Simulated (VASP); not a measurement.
A run of VASP 6.6.1:

The input INCAR:

```
SYSTEM = Ge
ALGO = Normal ; EDIFF = 1E-7
ENCUT = 520 ; GGA = PE
ISIF = 2 ; ISMEAR = -1
LASPH = .TRUE. ; LCHARG = .TRUE.
LELF = .TRUE. ; LREAL = .FALSE.
LVHAR = .TRUE. ; LWAVE = .FALSE.
NBANDS = 21 ; NELM = 60
PREC = Accurate ; SIGMA = 0.05
```

The input KPOINTS:

```
k-points
0
G
  10 10 10
  0 0 0
```

POSCAR

```
Ge
1.0
    0.0000000000      2.9136331000      2.8287700000
    2.9136331000      0.0000000000      2.8287700000
    2.9136331000      2.9136331000      0.0000000000
Ge
2
Direct
    0.5000000000      0.5000000000      0.5000000000
    0.7500000000      0.7500000000      0.7500000000
```

Potentials or basis: VASP PAW PBE potentials, release 64 (Ge_d).

Launch:

```console
$ cat potpaw_PBE.64/Ge_d/POTCAR > POTCAR
$ mpirun -np 1 vasp_std > vasp.out
```

Hardware: 1 thread of Intel(R) Xeon(R) Platinum 8488C (Sapphire Rapids), on a shared host.

Question: Estimate the wall time of this run.

Answer: Run time: 46 s on 1 thread of Intel(R) Xeon(R) Platinum 8488C (Sapphire Rapids), with other jobs on the host, peak memory 0.22 GiB. Counts: scf iterations 12, k points 102.
